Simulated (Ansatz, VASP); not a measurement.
C in VASP and in Ansatz

The input INCAR:

```
SYSTEM = C
PREC     = Accurate       ! precision mode
ENCUT    = 520            ! plane-wave cutoff, eV
EDIFF    = 1E-6           ! SCF threshold, eV
ISMEAR   = 0              ! smearing method
SIGMA    = 0.1            ! smearing width, eV
LREAL    = .False.        ! projectors in reciprocal space
LASPH    = .True.         ! aspherical terms in the spheres
NELM     = 100            ! most SCF steps
ALGO     = Normal         ! electronic algorithm
ISIF     = 2              ! what is computed and relaxed
LWAVE    = .False.        ! write WAVECAR
LCHARG   = .True.         ! write CHGCAR
LDIPOL   = .True.       
IDIPOL   = 3            
DIPOL    = 0.5 0.5 0.500
GGA      = PE             ! functional
IVDW     = 12             ! dispersion correction
LELF     = .True.         ! ELF
LVHAR    = .True.       
LVACPOTAV= .True.       
NBANDS   = 11             ! bands
```

File KPOINTS:

```
regular mesh
0
Gamma
  21 21 1
  0 0 0
```

The input POSCAR:

```
C
1.0
    2.5180000000      0.0000000000      0.0000000000
   -1.2590000000      2.1806519667      0.0000000000
    0.0000000000      0.0000000000     26.0024170307
C
2
Direct
    0.6666666667      0.3333333333      0.5000000000
    0.3333333333      0.6666666667      0.5000000000
```

Input for Ansatz:

```yaml
crystal:
  lattice:
    - [2.518, 0.0, 0.0]
    - [-1.259, 2.1806519667, 0.0]
    - [0.0, 0.0, 26.0024170307]
  atoms:
    - { symbol: C, position: [0.6666666667, 0.3333333333, 0.5] }
    - { symbol: C, position: [0.3333333333, 0.6666666667, 0.5] }
  periodic: [true, true, false]
basis:
  ecutwfc: 420
kpoints:
  mp_grid: { grid: [21, 21, 1] }
hamiltonian:
  xc: pbe
  pseudopotentials: { kind: paw, azcp: { folder: soft_1 } }
  dispersion: d3bj
scf:
  occupations: { method: gaussian, width: 0.1 }
output:
  forces: true
  stress: true
  eigenvalues: true
```

Alike in both runs: task single point; functional PBE; dispersion D3(BJ); k mesh 21 × 21 × 1; occupations gaussian, width 0.1 eV; no spin polarisation.

```csv
,VASP,Ansatz
version,VASP 6.6.1,Ansatz 0.2.0
potentials or method,"VASP PAW PBE potentials, release 64 (C), cutoff 520 eV","scalar-relativistic, plane waves, PAW"
valence electrons in the cell,8,8
```

|  | VASP | Ansatz | Ansatz less VASP |
| --- | --- | --- | --- |
| gap on the k mesh at the Fermi level (eV) | none | none | - |
| work function, face that differs most (eV) | 4.42 | 4.42 | 0.000 |

A gap of «none» marks a metal or a gap that the smearing closes.
